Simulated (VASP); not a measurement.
Runs of VASP 6.6.1 on MgO. The structure is that of space group Fm-3m (No. 225), or close to it. The cells are those of the table. 

| task | cell | k mesh | smearing | gap on the mesh (eV) | pressure (GPa) |
| --- | --- | --- | --- | --- | --- |
| single point | a = 2.482 Å, angles 60.0°, 2 atoms | 12 × 12 × 12 | gaussian 0.01 eV | 9.01 | 287.2 |
| single point | a = 2.482 Å, angles 60.0°, 2 atoms | 12 × 12 × 12 | gaussian 0.02 eV | 9.01 | 287.2 |
| relaxation of cell and atoms | relaxed to 280 GPa from a = 2.482 Å, angles 60.0°, 2 atoms | 12 × 12 × 12 | gaussian 0.01 eV | (a) | 280.1 |
| single point | a = 2.482 Å, angles 60.0°, 2 atoms | 8 × 8 × 8 | gaussian 0.1 eV | 9.01 | 287.2 |
| relaxation of cell and atoms | relaxed to 280 GPa from a = 2.757 Å, angles 60.0°, 2 atoms | 8 × 8 × 8 | gaussian 0.1 eV | 9.03 | 280.0 |

Alike in all rows: level PBE; potentials or basis VASP PAW PBE potentials, release 64 (Mg, O); no spin polarisation; cutoff (eV) 600.

**Question.** Fill in the values left out.

**Answer.** (a) 9.02.

Caveats: the cell stands under pressure (at least some runs); the cell is relaxed towards a set pressure, so the run minimises the enthalpy, not the energy (at least some runs).

A k mesh can miss the band edges.
